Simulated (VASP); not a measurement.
Runs of VASP 6.6.1 on BeS. The structure is that of space group I-4m2 (No. 119), or close to it. The cells are those of the table. 

| cell | gap on the mesh (eV) | pressure (GPa) |
| --- | --- | --- |
| a = 3.473, b = 3.331 Å, angles 61.3, 57.3, 61.3°, 2 atoms | 2.55 | 0.1 |
| a = 3.468, b = 3.577 Å, angles 59.0, 62.1, 59.0°, 2 atoms | (a) | -5.8 |
| a = 3.449, b = 3.531 Å, angles 59.2, 61.6, 59.2°, 2 atoms | 2.64 | -4.1 |
| a = 3.328, b = 3.192 Å, angles 61.3, 57.3, 61.3°, 2 atoms | (b) | (c) |
| a = 3.387, b = 3.249 Å, angles 61.3, 57.3, 61.3°, 2 atoms | 2.34 | 8.4 |

Alike in all rows: task single point; level PBEsol; potentials or basis VASP PAW PBE potentials, release 64 (Be, S); no spin polarisation; k mesh 10 × 10 × 10; cutoff (eV) 520; smearing gaussian 0.05 eV.

Problem. Fill in the values left out.

Solution. (a) 2.59; (b) 2.17; (c) 15.9.

Caveats: the PAW data sets were made with another functional, which shifts forces and pressure a little.

A k mesh can miss the band edges.
